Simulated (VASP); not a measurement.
Set up this calculation in VASP 6.6.1, as the native input.

```yaml
Task: single point
Functional: LDA
Potentials_or_basis: VASP PAW LDA potentials, release 64 (Al, Ga_d, N)
Cutoff: 520 eV
k_mesh: 8 × 8 × 6
Occupations: gaussian, width 0.05 eV
Spin: no spin polarisation
Dipole_correction: no
Further_INCAR_settings: ALGO = Normal; EDIFF = 1e-06; NBANDS = 21
```

The structure of AlGaN2 lies in POSCAR:

```
AlGaN2
1.0
    3.2710507927      0.0000000000      0.0000000000
    0.0000000000      3.2710507927      0.0000000000
    0.0000000000      0.0000000000      4.2747219141
Al Ga N
1 1 2
Direct
    0.5000000000      0.5000000000      0.5000000000
    0.0000000000      0.0000000000      0.0000000000
    0.5000000000      0.0000000000      0.7400513246
    0.0000000000      0.5000000000      0.2599486754
```

This cell differs from its parent crystal: strain +0.050 along x and y, -0.025 along z.

These files were run (other wordings do the same):

INCAR

```
SYSTEM = AlGaN2
PREC = Accurate
ENCUT = 520
EDIFF = 1E-6
ISMEAR = 0
SIGMA = 0.05
LREAL = .FALSE.
LASPH = .TRUE.
NELM = 60
ALGO = Normal
ISIF = 2
LWAVE = .FALSE.
LCHARG = .FALSE.
NBANDS = 21
```

KPOINTS

```
Automatic mesh
0
G
  8 8 6
  0 0 0
```

Potentials or basis: VASP PAW LDA potentials, release 64 (Al, Ga_d, N).

The run is started by

```console
$ cat potpaw_LDA.64/Al/POTCAR potpaw_LDA.64/Ga_d/POTCAR potpaw_LDA.64/N/POTCAR > POTCAR
$ mpirun -np 1 vasp_std > vasp.out
```

It gave:

```
Pressure               : -12.7 GPa
Largest force          : 0.125 eV/Å
Band gap on the k mesh : 2.51 eV, direct
```

Caveat: the cell differs from its parent crystal (strain +0.050 along x and y, -0.025 along z).

Run time: 14 s on 1 thread of Intel(R) Xeon(R) 6975P-C (Granite Rapids) (shared host), peak memory 0.17 GiB.
